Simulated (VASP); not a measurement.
The system is Co.

```
CELL_PARAMETERS angstrom
2.42154 0.00000 0.00000
-1.21077 2.09711 0.00000
0.00000 0.00000 3.93906
ATOMIC_POSITIONS crystal
Co 0.66667 0.33333 0.75000
Co 0.33333 0.66667 0.25000
```

This cell differs from its parent crystal: volume scaled by 0.94.

Base run:

```yaml
Program: VASP 6.6.1
Functional: PBEsol
Potentials_or_basis: VASP PAW PBE potentials, release 64 (Co)
Cutoff: 520 eV
k_mesh: 12 × 12 × 7
Occupations: fermi-dirac, width 0.05 eV
Spin: collinear spin, ferromagnetic start
Starting_moments: "[2.0, 2.0] μB"
```

Its results: pressure 7.9 GPa; net moment 3.02 μB per cell; site moments Co +1.51 μB.

Q: The run is repeated on the same cell with these changes: functional from PBEsol to LDA; potentials or basis from VASP PAW PBE potentials, release 64 (Co) to VASP PAW LDA potentials, release 64 (Co). What comes out?

A: Pressure -1.1 GPa; net moment 2.96 μB per cell; site moments Co +1.47 μB.

Caveats: the PAW data sets were made with another functional, which shifts forces and pressure a little (some runs).
